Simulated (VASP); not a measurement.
# KBr (Imm2) in VASP: a series of runs, part 3 of 3

VASP 6.6.1.

## Step 5: Single point, PBE

The input, INCAR:

```
ALGO = Normal
EDIFF = 1E-7
ENCUT = 520
GGA = PE
ISIF = 2
ISMEAR = 0
LASPH = T
LCHARG = T
LELF = T
LREAL = F
LVHAR = T
LWAVE = F
NBANDS = 15
NELM = 80
PREC = Accurate
SIGMA = 0.05
```

The input, KPOINTS:

```
k-points
0
Gamma
  6 6 6
```

The input, POSCAR:

```
KBr
1.0
    0.0000000000      3.2925000000      3.2925000000
    3.2925000000      0.0000000000      3.2925000000
    3.2925000000      3.2925000000      0.0000000000
K Br
1 1
Direct
    0.0000000000      0.0000000000      0.0000000000
    0.4731546400      0.5000000000      0.5000000000
```

Potentials or basis: VASP PAW PBE potentials, release 64 (K_sv, Br).

The run is started by

```bash
cat potpaw_PBE.64/K_sv/POTCAR potpaw_PBE.64/Br/POTCAR > POTCAR
mpirun -np 1 vasp_std > vasp.out
```

OUTCAR:

```text
EDIFF = 1E-7
   ENCUT = 520
   GGA = PE
   ISIF = 2
   ISMEAR = 0
   LASPH = T
   LREAL = F
   NELM = 80
   PREC = Accurate

 ion  position               nearest neighbor table
   1  0.000  0.000  0.000-   2 3.21   2 3.21   2 3.29   2 3.29
   2  0.473  0.500  0.500-   1 3.21   1 3.21   1 3.29   1 3.29

  LATTYP: Found a face centered cubic cell.
 ALAT       =     6.5850000000

  Lattice vectors:

 A1 = (   0.0000000000,   3.2925000000,   3.2925000000)
 A2 = (   3.2925000000,   0.0000000000,   3.2925000000)
 A3 = (   3.2925000000,   3.2925000000,   0.0000000000)

Analysis of symmetry for initial positions (statically):
=====================================================================
 Subroutine PRICEL returns:
 Original cell was already a primitive cell.

 Routine SETGRP: Setting up the symmetry group for a
 face centered cubic supercell.

 Subroutine GETGRP returns: Found  4 space group operations
 (whereof  4 operations were pure point group operations)
 out of a pool of 48 trial point group operations.

The static configuration has the point symmetry C_2v.

Analysis of symmetry for dynamics (positions and initial velocities):
=====================================================================
 Subroutine PRICEL returns:
 Original cell was already a primitive cell.

 Routine SETGRP: Setting up the symmetry group for a
 face centered cubic supercell.

 Subroutine GETGRP returns: Found  4 space group operations
 (whereof  4 operations were pure point group operations)
 out of a pool of 48 trial point group operations.

The dynamic configuration has the point symmetry C_2v.

 Subroutine INISYM returns: Found  4 space group operations
 (whereof  4 operations are pure point group operations),
 and found     1 'primitive' translations

----------------------------------------------------------------------------------------

                                     Primitive cell

  volume of cell :      71.3851

  direct lattice vectors                    reciprocal lattice vectors
[... 120 lines left out ...]
  energy-cutoff  :      520.00
  volume of cell :       71.39
 maximum number of plane-waves:      1948
 NGX is ok and might be reduce to    36
   NGX = 17   NGY = 17   NGZ = 17

 number of electron      15.9999998 magnetization

 Free energy of the ion-electron system (eV)
  ---------------------------------------------------
  ext. energy  EPLUGINS =         0.00000000
  ---------------------------------------------------
  free energy    TOTEN  =        -6.20247270 eV

  energy without entropy =       -6.20247270  energy(sigma->0) =       -6.20247270

 E-fermi :  -1.4725     XC(G=0):  -7.3958

 val. band max:       -1.7178885344   @ k =   0.0000   0.0000   0.0000
 cond. band min:       2.7384565067   @ k =   0.0000   0.0000   0.0000
 fundamental gap:      4.4563450411
 Fermi energy:        -1.4724747246

 k-point     1 :       0.0000    0.0000    0.0000
  band No.  band energies     occupation
      1     -29.4757      2.00000
      2     -14.0200      2.00000
      3     -12.9551      2.00000
      4     -12.9538      2.00000
      5     -12.9505      2.00000
      6      -1.7200      2.00000
      7      -1.7188      2.00000
      8      -1.7179      2.00000
      9       2.7385      0.00000
     10       5.8893      0.00000
     11       5.9067      0.00000
     12       5.9187      0.00000
     13       6.7321      0.00000
     14       6.7456      0.00000
[... 401 lines left out ...]
      2     -14.1114      2.00000
      3     -12.9733      2.00000
      4     -12.9550      2.00000
      5     -12.8138      2.00000
      6      -2.4214      2.00000
      7      -1.9322      2.00000
      8      -1.9155      2.00000
      9       4.1956      0.00000
     10       5.5725      0.00000
     11       6.5104      0.00000
     12       7.0379      0.00000
     13       7.4181      0.00000
     14       7.8851      0.00000
     15      10.1226      0.00000

 [... further k-points ...]

------------------------ aborting loop because EDIFF is reached ----------------------------------------

  FORCE on cell =-STRESS in cart. coord.  units (eV):
  Direction    XX          YY          ZZ          XY          YZ          ZX
  --------------------------------------------------------------------------------------
  -------------------------------------------------------------------------------------
  Total        0.3777316      0.4535778      0.4535778      0.0000000     -0.0188970      0.0000000
  in kB        8.4778655     10.1801702     10.1801702      0.0000000     -0.4241281      0.0000000
  external PRESSURE =       9.6127353 kB  Pullay stress =       0.0000000 kB

 VOLUME and BASIS-vectors are now :
 -----------------------------------------------------------------------------
  energy-cutoff  :      520.00
  volume of cell :       71.39
      direct lattice vectors                 reciprocal lattice vectors
     0.000000000  3.292500000  3.292500000    -0.151860289  0.151860289  0.151860289
     3.292500000  0.000000000  3.292500000     0.151860289 -0.151860289  0.151860289
     3.292500000  3.292500000  0.000000000     0.151860289  0.151860289 -0.151860289

 POSITION                                       TOTAL-FORCE (eV/Angst)
 -----------------------------------------------------------------------------------
      0.00000      0.00000      0.00000        -0.000000     -0.114767     -0.114767
      3.29250      3.20411      3.20411         0.000000      0.114767      0.114767
 -----------------------------------------------------------------------------------
    total drift:                               -0.000000      0.000098      0.000098

  FREE ENERGIE OF THE ION-ELECTRON SYSTEM (eV)
  ---------------------------------------------------
  free  energy   TOTEN  =        -6.2024727002 eV

  energy  without entropy=       -6.2024727002  energy(sigma->0) =       -6.20247270
```

OSZICAR:

```text
N       E                     dE             d eps       ncg     rms          rms(c)
DAV:   1     0.993039956971E+02    0.99304E+02   -0.68203E+03  1380   0.934E+02
DAV:   2    -0.659576247203E-01   -0.99370E+02   -0.92273E+02  1751   0.232E+02
DAV:   3    -0.611260833275E+01   -0.60467E+01   -0.60129E+01  1877   0.498E+01
DAV:   4    -0.637288082880E+01   -0.26027E+00   -0.26019E+00  2097   0.886E+00
DAV:   5    -0.637502452462E+01   -0.21437E-02   -0.21437E-02  1905   0.907E-01    0.318E+00
DAV:   6    -0.620353012664E+01    0.17149E+00   -0.21842E-01  1772   0.226E+00    0.232E+00
DAV:   7    -0.619247972193E+01    0.11050E-01   -0.10889E-01  1842   0.178E+00    0.104E+00
DAV:   8    -0.620138383007E+01   -0.89041E-02   -0.12057E-02  1527   0.800E-01    0.116E-01
DAV:   9    -0.620215437464E+01   -0.77054E-03   -0.78204E-04  1940   0.171E-01    0.777E-02
DAV:  10    -0.620245298506E+01   -0.29861E-03   -0.29838E-04  1464   0.995E-02    0.118E-02
DAV:  11    -0.620247083723E+01   -0.17852E-04   -0.26955E-05  1876   0.303E-02    0.598E-03
DAV:  12    -0.620247256068E+01   -0.17235E-05   -0.28837E-06  1541   0.114E-02    0.182E-03
DAV:  13    -0.620247267679E+01   -0.11611E-06   -0.32204E-07  1975   0.324E-03    0.515E-04
DAV:  14    -0.620247270018E+01   -0.23389E-07   -0.36791E-08  1208   0.130E-03
   1 F= -.62024727E+01 E0= -.62024727E+01  d E =-.112036E-13
```

stdout:

```text
POSCAR found type information on POSCAR K Br
 POSCAR found :  2 types and       2 ions
 scaLAPACK will be used
 LDA part: xc-table for (Slater+PW92), standard interpolation
 POSCAR, INCAR and KPOINTS ok, starting setup
 FFT: planning ... GRIDC
 FFT: planning ... GRID_SOFT
 FFT: planning ... GRID
 WAVECAR not read
 entering main loop
```

It took 88 s on 1 thread of Intel Xeon 8259CL, shared host; peak memory 0.23 GiB.

What came out:

* Free energy: -6.2025 eV
* Pressure: 1.0 GPa
* Largest force: 0.162 eV/Å
* Band gap on the k mesh: 4.46 eV, direct

Forces on the atoms (eV/Å):
```
K    0.000 -0.115 -0.115
Br   0.000  0.115  0.115
```

Caveat: the cell differs from its parent crystal (all Br atoms moved +0.125 Å, as atom 2 towards its neighbour atom 2 (Br) at 4.656 Å).
